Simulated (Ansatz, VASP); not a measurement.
# In7CoAs8 in VASP and in Ansatz

```
Co In As
1.0
     0.00000    6.05800    6.05800
     6.05800    0.00000    6.05800
     6.05800    6.05800    0.00000
Co In As
1 7 8
Direct
  0.00000 0.00000 0.00000
  0.00339 0.00339 0.49661
  0.00339 0.49661 0.00339
  0.00339 0.49661 0.49661
  0.49661 0.00339 0.00339
  0.49661 0.00339 0.49661
  0.49661 0.49661 0.00339
  0.50000 0.50000 0.50000
  0.11728 0.11728 0.11728
  0.11728 0.11728 0.64817
  0.11728 0.64817 0.11728
  0.12366 0.62545 0.62545
  0.64817 0.11728 0.11728
  0.62545 0.12366 0.62545
  0.62545 0.62545 0.12366
  0.62545 0.62545 0.62545
```

Alike in both runs: task single point; functional PBEsol; k mesh 3 × 3 × 3; occupations gaussian, width 0.05 eV; collinear spin; Hubbard terms Co d U = 6.0 eV.

|  | VASP | Ansatz |
| --- | --- | --- |
| version | VASP 6.6.1 | Ansatz 0.2.0 |
| potentials or method | VASP PAW PBE potentials, release 64 (Co, In_d, As), cutoff 520 eV | scalar-relativistic, plane waves, PAW |
| valence electrons in the cell | 140 | 228 |

|  | VASP | Ansatz | Ansatz less VASP |
| --- | --- | --- | --- |
| gap on the k mesh at the Fermi level (eV) | none | none | - |
| pressure (GPa) | -1.0 | -1.1 | -0.13 |
| rms of the force components (eV/Å) | 0.077 | 0.084 | +0.0076 |
| net moment per atom (μB) | 0.13 | 0.13 | 0.000 |
| size of the moment on the site where the two differ most (μB) | 2.58 | 2.48 | -0.094 |

VASP's potentials were made for PBE, not for PBEsol. Site moments also hang on the region over which each program counts them. The programs project onto different local orbitals, so the same U acts differently, and such runs can settle in different states. Atom by atom the forces differ by 0.019 eV/Å (rms over components). A gap of «none» marks a metal or a gap that the smearing closes. VASP's potentials hold 140 valence electrons a cell and Ansatz's 228, so a difference there can come from the potentials and not from the codes. Ansatz's warnings: filled band counts differ across k points, specified occupation not kept, symmetry narrowed by occupation matrices.
